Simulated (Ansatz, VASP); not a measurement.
**Te in VASP and in Ansatz**

File INCAR:

```
SYSTEM = Te
ALGO     = Normal         ! electronic algorithm
EDIFF    = 1E-7           ! SCF threshold, eV
ENCUT    = 520            ! plane-wave cutoff, eV
ISIF     = 2              ! what is computed and relaxed
ISMEAR   = -1             ! smearing method
LASPH    = .True.         ! aspherical terms in the spheres
LCHARG   = .False.        ! write CHGCAR
LREAL    = .False.        ! projectors in reciprocal space
LWAVE    = .False.        ! write WAVECAR
NBANDS   = 9              ! bands
NELM     = 80             ! most SCF steps
PREC     = Accurate       ! precision mode
SIGMA    = 0.1            ! smearing width, eV
```

File KPOINTS:

```
k-points
0
Gamma
  13 13 13
  0 0 0
```

File POSCAR:

```
Te
1.0
   -1.8293420884      1.8293420884      1.8293420884
    1.8293420884     -1.8293420884      1.8293420884
    1.8293420884      1.8293420884     -1.8293420884
Te
1
Direct
    0.0000000000      0.0000000000      0.0000000000
```

Input for Ansatz:

```yaml
crystal:
  lattice:
    - [-1.8293420884, 1.8293420884, 1.8293420884]
    - [1.8293420884, -1.8293420884, 1.8293420884]
    - [1.8293420884, 1.8293420884, -1.8293420884]
  atoms:
    - { symbol: Te, position: [0.0, 0.0, 0.0] }
hamiltonian:
  xc: lda
  pseudopotentials:
    kind: paw
    azcp:
      Te: "pseudopotentials/Te.paw.azcp"
basis:
  ecutwfc: 420
  fft_grid_basis: typed
kpoints:
  mp_grid: { grid: [13, 13, 13], shift: [0, 0, 0] }
magnetization:
  spin_polarized: false
scf:
  occupations: { method: fermi_dirac, width: 0.1 }
  lower_state_search: "off"
output:
  stress: true
  write_density: true
  write_potential: true
  elf: true
  volumetric_format: npy
```

Alike in both runs: task single point; functional LDA; k mesh 13 × 13 × 13; occupations fermi-dirac, width 0.1 eV; no spin polarisation.

|  | VASP | Ansatz |
| --- | --- | --- |
| version | VASP 6.6.1 | Ansatz 0.2.0 |
| potentials or method | VASP PAW LDA potentials, release 64 (Te), cutoff 520 eV | plane waves (420 eV) with PAW, scalar-relativistic |
| valence electrons in the cell | 6 | 16 |

```tsv
	VASP	Ansatz	Ansatz less VASP
pressure (GPa)	7.2	7.0	-0.12
```

Ansatz warns that its potentials were made for another functional, while VASP's fit it. LDA's correlation is that of Perdew and Zunger in VASP and of Perdew and Wang (1992) in Ansatz. VASP's potentials hold 6 valence electrons a cell and Ansatz's 16, so a difference there can come from the potentials and not from the codes.

Spin-orbit coupling is off throughout.
